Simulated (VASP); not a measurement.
# ZnGeSb2 (P-4m2) in VASP: notebook

ZnGeSb2 is run at these levels: PBE; tasks: single point, relaxation of cell and atoms.

Program: VASP 6.6.1. These are calculated values, not measurements. Logs are shortened: lines on timing, memory, paths and dates and some standing lists are left out, and cuts for length are marked.

### Step 1. The cell of the first run

The structure is tetragonal, space group P-4m2 (No. 115). Conventional cell: a = 4.390 Å, b = 4.390 Å, c = 6.135 Å, α = 90.00°, β = 90.00°, γ = 90.00°. Within 3.5 Å of Zn (site symmetry -4m2) lie 4 Sb at 2.64 Å. Within 3.5 Å of Sb (site symmetry 2mm) lie 2 Zn at 2.64 Å and 2 Ge at 2.72 Å. Within 3.6 Å of Ge (site symmetry -4m2) lie 4 Sb at 2.72 Å.

### Step 2. Single point, PBE

INCAR reads:

```
PREC     = Accurate       # precision mode
ENCUT    = 520            # plane-wave cutoff, eV
EDIFF    = 1E-6           # SCF threshold, eV
ISMEAR   = -1             # smearing method
SIGMA    = 0.02           # smearing width, eV
LREAL    = False          # projectors in reciprocal space
LASPH    = True           # aspherical terms in the spheres
NELM     = 60             # most SCF steps
ALGO     = Normal         # electronic algorithm
ISIF     = 2              # what is computed and relaxed
LWAVE    = False          # write WAVECAR
LCHARG   = False          # write CHGCAR
GGA      = PE             # functional
NBANDS   = 26             # bands
```

KPOINTS reads:

```
Automatic mesh
0
Gamma
  6 6 4
```

POSCAR reads:

```
ZnGeSb2
1.0
    4.3897984814      0.0000000000      0.0000000000
    0.0000000000      4.3897984814      0.0000000000
    0.0000000000      0.0000000000      6.1351029625
Zn Sb Ge
1 2 1
Direct
    0.0000000000      0.0000000000      0.0000000000
    0.0000000000      0.5000000000      0.2383367102
    0.5000000000      0.0000000000      0.7616632898
    0.5000000000      0.5000000000      0.5000000000
```

Potentials or basis: VASP PAW PBE potentials, release 64 (Zn, Sb, Ge_d).

Command:

```console
$ cat potpaw_PBE.64/Zn/POTCAR potpaw_PBE.64/Sb/POTCAR potpaw_PBE.64/Ge_d/POTCAR > POTCAR
$ mpirun -np 1 vasp_std > vasp.out
```

OUTCAR:

```text
PREC = Accurate
   ENCUT = 520
   EDIFF = 1E-6
   ISMEAR = -1
   LREAL = False
   LASPH = True
   NELM = 60
   ISIF = 2
   GGA = PE

 ion  position               nearest neighbor table
   1  0.000  0.000  0.000-   2 2.64   3 2.64   2 2.64   3 2.64
   2  0.000  0.500  0.238-   1 2.64   1 2.64   4 2.72   4 2.72
   3  0.500  0.000  0.762-   1 2.64   1 2.64   4 2.72   4 2.72
   4  0.500  0.500  0.500-   2 2.72   3 2.72   3 2.72   2 2.72

  LATTYP: Found a simple tetragonal cell.
 ALAT       =     4.3897984814
 C/A-ratio  =     1.3975819137

  Lattice vectors:

 A1 = (   4.3897984814,   0.0000000000,   0.0000000000)
 A2 = (   0.0000000000,   4.3897984814,   0.0000000000)
 A3 = (   0.0000000000,   0.0000000000,   6.1351029625)

Analysis of symmetry for initial positions (statically):
=====================================================================
 Subroutine PRICEL returns:
 Original cell was already a primitive cell.

 Routine SETGRP: Setting up the symmetry group for a
 simple tetragonal supercell.

 Subroutine GETGRP returns: Found  8 space group operations
 (whereof  8 operations were pure point group operations)
 out of a pool of 16 trial point group operations.

The static configuration has the point symmetry D_2d.

Analysis of symmetry for dynamics (positions and initial velocities):
=====================================================================
 Subroutine PRICEL returns:
 Original cell was already a primitive cell.

 Routine SETGRP: Setting up the symmetry group for a
 simple tetragonal supercell.

 Subroutine GETGRP returns: Found  8 space group operations
 (whereof  8 operations were pure point group operations)
 out of a pool of 16 trial point group operations.

The dynamic configuration has the point symmetry D_2d.

 Subroutine INISYM returns: Found  8 space group operations
 (whereof  8 operations are pure point group operations),
 and found     1 'primitive' translations

----------------------------------------------------------------------------------------

                                     Primitive cell

  volume of cell :     118.2255

  direct lattice vectors                    reciprocal lattice vectors
     4.389798481  0.000000000  0.000000000     0.227800890  0.000000000  0.000000000
     0.000000000  4.389798481  0.000000000     0.000000000  0.227800890  0.000000000
     0.000000000  0.000000000  6.135102963     0.000000000  0.000000000  0.162996449

  length of vectors
     4.389798481  4.389798481  6.135102963     0.227800890  0.227800890  0.162996449

  position of ions in fractional coordinates (direct lattice)
     0.000000000  0.000000000  0.000000000
     0.000000000  0.500000000  0.238336710
     0.500000000  0.000000000  0.761663290
     0.500000000  0.500000000  0.500000000

  ion indices of the primitive-cell ions
   primitive index   ion index
                 1           1
                 2           2
                 3           3
                 4           4

----------------------------------------------------------------------------------------

 KPOINTS: Automatic mesh

Automatic generation of k-mesh.
 Grid dimensions read from file:
 generate k-points for:    6    6    4

 Generating k-lattice:

  Cartesian coordinates                     Fractional coordinates (reciprocal lattice)
     0.037966815  0.000000000  0.000000000     0.166666667  0.000000000  0.000000000
     0.000000000  0.037966815  0.000000000     0.000000000  0.166666667  0.000000000
     0.000000000  0.000000000  0.040749112     0.000000000  0.000000000  0.250000000

  Length of vectors
     0.037966815  0.037966815  0.040749112

  Shift w.r.t. Gamma in fractional coordinates (k-lattice)
     0.000000000  0.000000000  0.000000000

 Subroutine IBZKPT returns following result:
 ===========================================

 Found     30 irreducible k-points:

 Following reciprocal coordinates:
            Coordinates               Weight
  0.000000  0.000000  0.000000      1.000000
  0.166667  0.000000  0.000000      4.000000
  0.333333  0.000000  0.000000      4.000000
  0.500000  0.000000  0.000000      2.000000
  0.166667  0.166667  0.000000      4.000000
  0.333333  0.166667  0.000000      8.000000
[... 16 lines left out ...]
  0.333333  0.000000  0.500000      4.000000
  0.500000  0.000000  0.500000      2.000000
 [... further k-points ...]
   k-points           NKPTS =     30   k-points in BZ     NKDIM =     30   number of bands    NBANDS=     26
   number of dos      NEDOS =    301   number of ions     NIONS =      4
   total plane-waves  NPLWV =  62208
   dimension x,y,z NGX =    36 NGY =   36 NGZ =   48
   dimension x,y,z NGXF=    72 NGYF=   72 NGZF=   96
   ions per type =               1   2   1
   NGX,Y,Z   is equivalent  to a cutoff of  13.63, 13.63, 13.01 a.u.
   NGXF,Y,Z  is equivalent  to a cutoff of  27.27, 27.27, 26.01 a.u.
 SYSTEM =  unknown system
   PREC   = accura    normal or accurate (medium, high low for compatibility)
   ISTART =      0    job   : 0-new  1-cont  2-samecut
   ICHARG =      2    charge: 1-file 2-atom 10-const
   ISPIN  =      1    spin polarized calculation?
   LNONCOLLINEAR =      F non collinear calculations
   LSORBIT =      F    spin-orbit coupling
   LASPH  =      T    aspherical Exc in radial PAW
   ENCUT  =  520.0 eV  38.22 Ry    6.18 a.u.   8.16  8.16 11.41*2*pi/ulx,y,z
   NELM   =     60;   NELMIN=  2; NELMDL= -5     # of ELM steps
   EDIFF  = 0.1E-05   stopping-criterion for ELM
   LREAL  =      F    real-space projection
   EDIFFG = 0.1E-04   stopping-criterion for IOM
   NSW    =      0    number of steps for IOM
   IBRION =     -1    ionic relax: 0-MD 1-quasi-New 2-CG
   NFREE  =      0    steps in history (QN), initial steepest desc. (CG)
   ISIF   =      2    stress and relaxation
   ISYM   =      2    0-nonsym 1-usesym 2-fastsym
   POTIM  = 0.5000    time-step for ionic-motion
   TEBEG  =    0.0;   TEEND  =   0.0 temperature during run
   PSTRESS=    0.0 pullay stress
   NELECT =      36.0000    total number of electrons
   NUPDOWN=      -1.0000    fix difference up-down
   EMIN   =  10.00;   EMAX   =-10.00  energy-range for DOS
   EFERMI =   0.00;   METHOD = LEGACY
   ISMEAR =    -1;   SIGMA  =   0.02  broadening in eV -4-tet -1-fermi 0-gaus
   EFERMI_NEDOS =   21; number of points for ismear=-14 and -15
   IALGO  =     38    algorithm
   IMIX   =      4    mixing-type and parameters
     AMIX     =   0.40;   BMIX     =  1.00
     AMIX_MAG =   1.60;   BMIX_MAG =  1.00
  volume/ion in A,a.u.               =      29.56       199.46
  Fermi-wavevector in a.u.,A,eV,Ry     =   1.101384  2.081313 16.504494  1.213046
  Thomas-Fermi vector in A             =   2.237810
   LORBIT       =      0    0 simple, 1 ext, 2 COOP (PROOUT), +10 PAW based schemes
   GGA     = PE    functional components
   LHFCALC =     F    Hartree Fock is set to
   AEXX    =    0.0000 exact exchange contribution
   IVDW    =     0    specifies the selected vdW correction
   LEPSILON=     F    determine dielectric tensor
   LRPA    =     F    only Hartree local field effects (RPA)
 non-spin polarized calculation
  energy-cutoff  :      520.00
  volume of cell :      118.23
 maximum number of plane-waves:      3206
 NGX is ok and might be reduce to    36
   NGX = 17   NGY = 17   NGZ = 23

 number of electron      35.9999992 magnetization

 Free energy of the ion-electron system (eV)
  ---------------------------------------------------
  ext. energy  EPLUGINS =         0.00000000
  ---------------------------------------------------
  free energy    TOTEN  =       -13.90216985 eV

  energy without entropy =      -13.90136076  energy(sigma->0) =      -13.90176531

 E-fermi :   4.2031     XC(G=0):  -8.9157

 val. band max:        4.1841817043   @ k =   0.1667   0.0000   0.0000
 cond. band min:       4.2528974815   @ k =   0.5000   0.5000   0.0000
 fundamental gap:      0.0687157772
 Fermi energy:         4.2030898676

 k-point     1 :       0.0000    0.0000    0.0000
  band No.  band energies     occupation
      1     -20.7955      2.00000
      2     -20.7955      2.00000
      3     -20.7940      2.00000
      4     -20.7866      2.00000
      5     -20.7780      2.00000
      6      -7.4444      2.00000
[... 18 lines left out ...]
     25       9.9261      0.00000
     26      12.5513      0.00000

 k-point     2 :       0.1667    0.0000    0.0000
  band No.  band energies     occupation
      1     -20.7962      2.00000
      2     -20.7955      2.00000
      3     -20.7932      2.00000
      4     -20.7865      2.00000
      5     -20.7781      2.00000
      6      -7.2808      2.00000
[... 18 lines left out ...]
     25      10.7790      0.00000
     26      11.3969      0.00000

 k-point     3 :       0.3333    0.0000    0.0000
  band No.  band energies     occupation
      1     -20.7971      2.00000
      2     -20.7954      2.00000
      3     -20.7921      2.00000
      4     -20.7862      2.00000
      5     -20.7784      2.00000
      6      -6.8395      2.00000
[... 18 lines left out ...]
     25      10.1960      0.00000
     26      10.4779      0.00000

 k-point     4 :       0.5000    0.0000    0.0000
  band No.  band energies     occupation
      1     -20.7975      2.00000
      2     -20.7954      2.00000
      3     -20.7917      2.00000
      4     -20.7860      2.00000
      5     -20.7785      2.00000
      6      -6.4609      2.00000
[... 18 lines left out ...]
     25       9.7128      0.00000
     26       9.8291      0.00000
[... 496 lines left out ...]
      1     -20.7962      2.00000
      2     -20.7955      2.00000
      3     -20.7933      2.00000
      4     -20.7865      2.00000
      5     -20.7781      2.00000
      6      -6.9324      2.00000
[... 18 lines left out ...]
     25       9.3164      0.00000
     26       9.9617      0.00000

 k-point    23 :       0.3333    0.0000    0.5000
  band No.  band energies     occupation
      1     -20.7971      2.00000
      2     -20.7955      2.00000
      3     -20.7921      2.00000
      4     -20.7862      2.00000
      5     -20.7784      2.00000
      6      -6.5942      2.00000
[... 18 lines left out ...]
     25      10.0068      0.00000
     26      11.0171      0.00000

 k-point    24 :       0.5000    0.0000    0.5000
  band No.  band energies     occupation
      1     -20.7975      2.00000
      2     -20.7954      2.00000
      3     -20.7917      2.00000
      4     -20.7860      2.00000
      5     -20.7785      2.00000
      6      -6.3788      2.00000
[... 18 lines left out ...]
     25      10.5751      0.00000
     26      10.8141      0.00000

 [... further k-points ...]
[... 5 lines left out ...]
  --------------------------------------------------------------------------------------
  -------------------------------------------------------------------------------------
  Total        0.0228970      0.0228970      0.0266772      0.0000000      0.0000000      0.0000000
  in kB        0.3102969      0.3102969      0.3615260      0.0000000      0.0000000      0.0000000
  external PRESSURE =       0.3273732 kB  Pullay stress =       0.0000000 kB

 VOLUME and BASIS-vectors are now :
 -----------------------------------------------------------------------------
  energy-cutoff  :      520.00
  volume of cell :      118.23
      direct lattice vectors                 reciprocal lattice vectors
     4.389798481  0.000000000  0.000000000     0.227800890  0.000000000  0.000000000
     0.000000000  4.389798481  0.000000000     0.000000000  0.227800890  0.000000000
     0.000000000  0.000000000  6.135102963     0.000000000  0.000000000  0.162996449

 POSITION                                       TOTAL-FORCE (eV/Angst)
 -----------------------------------------------------------------------------------
      0.00000      0.00000      0.00000         0.000000     -0.000000      0.000000
      0.00000      2.19490      1.46222         0.000000     -0.000000     -0.008489
      2.19490      0.00000      4.67288         0.000000      0.000000      0.008489
      2.19490      2.19490      3.06755        -0.000000     -0.000000      0.000000
 -----------------------------------------------------------------------------------
    total drift:                                0.000000      0.000000      0.000000

  FREE ENERGIE OF THE ION-ELECTRON SYSTEM (eV)
  ---------------------------------------------------
  free  energy   TOTEN  =       -13.9021698501 eV

  energy  without entropy=      -13.9013607621  energy(sigma->0) =      -13.90176531
```

Run time: 39 s. Hardware: 1 thread of Intel Xeon 6975P-C (Granite Rapids), shared host; peak memory 0.29 GiB.

Results:

* Free energy: -13.9022 eV
* Pressure: 0.0 GPa
* Largest force: 0.008 eV/Å
* Band gap on the k mesh: zero (band 18 reaches 4.30 eV, above the bottom of band 19 at 3.68 eV)

Forces in eV/Å, atoms in the order of the input:
```
Zn   0.000  0.000  0.000
Sb   0.000  0.000 -0.008
Sb   0.000  0.000  0.008
Ge   0.000  0.000  0.000
```

Caveat: spin-orbit coupling is left out, which moves the levels of the heavy elements.

### Step 3. Relaxation of cell and atoms, PBE

This run uses another cell than the first one, of 26.45 Å³/atom, 0.895 times its volume.

INCAR reads:

```
  ALGO = Normal
  EDIFF = 1E-6
  EDIFFG = -0.005
  ENCUT = 600
  GGA = PE
  IBRION = 2
  ISIF = 3
  ISMEAR = -1
  LASPH = T
  LCHARG = F
  LREAL = F
  LWAVE = F
  NELM = 60
  NSW = 80
  PREC = Accurate
  SIGMA = 0.02
```

KPOINTS reads:

```
k-points
0
Gamma
  6 6 4
```

POSCAR reads:

```
ZnGeSb2
1.0
    4.2134489562      0.0000000000      0.0000000000
    0.0000000000      4.2134489562      0.0000000000
    0.0000000000      0.0000000000      5.9587166583
Zn Sb Ge
1 2 1
Direct
    0.0000000000      0.0000000000      0.0000000000
    0.0000000000      0.5000000000      0.2500000000
    0.5000000000      0.0000000000      0.7500000000
    0.5000000000      0.5000000000      0.5000000000
```

Potentials or basis: VASP PAW PBE potentials, release 64 (Zn, Sb, Ge_d).

Command:

```console
$ cat potpaw_PBE.64/Zn/POTCAR potpaw_PBE.64/Sb/POTCAR potpaw_PBE.64/Ge_d/POTCAR > POTCAR
$ mpirun -np 1 vasp_std > vasp.out
```

Run time: 5.8 min. Hardware: 1 thread of Intel Xeon 6975P-C (Granite Rapids), shared host; peak memory 0.31 GiB.

The run converged. Its results:

| Item | Value |
| --- | --- |
| Free energy | -13.9012 eV |
| Relaxed volume | 29.58 Å³/atom |
| Relaxed cell | a = 4.392 Å, b = 4.392 Å, c = 6.134 Å, α = 90.00°, β = 90.00°, γ = 90.00° |
| Space group after relaxing (to 0.05 Å) | P-4m2 (No. 115) |
| Energy gained by relaxing | 76.7 meV/atom |
| Ionic steps | 20 |
| Pressure after relaxing | 0.0 GPa |
| Band gap on the k mesh | zero (band 18 reaches 4.29 eV, above the bottom of band 19 at 3.67 eV) |

Forces in eV/Å, atoms in the order of the input:
```
Zn   0.000  0.000  0.000
Sb   0.000  0.000  0.003
Sb   0.000  0.000 -0.003
Ge   0.000  0.000  0.000
```

Step by step:
```
step  energy change (eV)  largest force (eV/Å)  pressure (GPa)  volume (Å³)
   1              0.0000                0.9603            6.99       105.79
   2             -0.2621                0.1394           -1.94       124.46
   3             -0.2941                0.3118           -0.22       119.22
   4             -0.3020                0.1818           -0.10       118.76
   5             -0.3060                0.0128            0.07       118.14
   6             -0.3061                0.0011            0.12       118.09
   7             -0.3066                0.0121            0.00       118.48
   8             -0.3066                0.0197           -0.12       118.72
   9             -0.3069                0.0099           -0.11       118.48
  10             -0.3068                0.0027           -0.03       118.33
  11             -0.3069                0.0074           -0.06       118.43
  12             -0.3069                0.0032            0.03       118.17
  13             -0.3069                0.0041            0.02       118.23
  14             -0.3069                0.0045            0.03       118.25
  15             -0.3069                0.0060           -0.03       118.34
  16             -0.3069                0.0049            0.04       118.27
  17             -0.3069                0.0054            0.01       118.31
  18             -0.3069                0.0053            0.02       118.30
  19             -0.3069                0.0054            0.01       118.30
  20             -0.3069                0.0028           -0.01       118.31
```

Final structure:
```
Zn Sb Ge
1.0
     4.39198    0.00000    0.00000
     0.00000    4.39198    0.00000
     0.00000    0.00000    6.13363
Zn Sb Ge
1 2 1
Direct
  0.00000 0.00000 0.00000
  0.00000 0.50000 0.23812
  0.50000 0.00000 0.76188
  0.50000 0.50000 0.50000
```

Levels at points of the mesh, in eV from the Fermi level:
| k point | band 15 | band 16 | band 17 | band 18 | band 19 | band 20 | band 21 | band 22 |
| --- | --- | --- | --- | --- | --- | --- | --- | --- |
| (0.00, 0.00, 0.00) | -2.79 | -0.82 | -0.19 | 0.09 | 0.09 | 0.98 | 1.70 | 2.44 |
| (0.50, 0.00, 0.00) | -3.39 | -2.95 | -2.00 | -0.61 | 0.79 | 3.02 | 3.36 | 3.61 |
| (0.50, 0.50, 0.00) | -3.31 | -2.61 | -2.61 | -1.70 | 0.05 | 1.21 | 1.21 | 1.93 |
| (0.00, 0.00, 0.50) | -2.30 | -2.30 | -1.17 | -1.17 | 0.73 | 0.75 | 3.06 | 3.26 |
| (0.50, 0.00, 0.50) | -1.95 | -1.63 | -0.80 | -0.70 | -0.53 | 1.42 | 2.81 | 3.18 |
| (0.50, 0.50, 0.50) | -3.85 | -3.15 | -3.15 | -2.61 | 2.34 | 3.64 | 3.64 | 3.83 |

Caveat: spin-orbit coupling is left out, which moves the levels of the heavy elements.
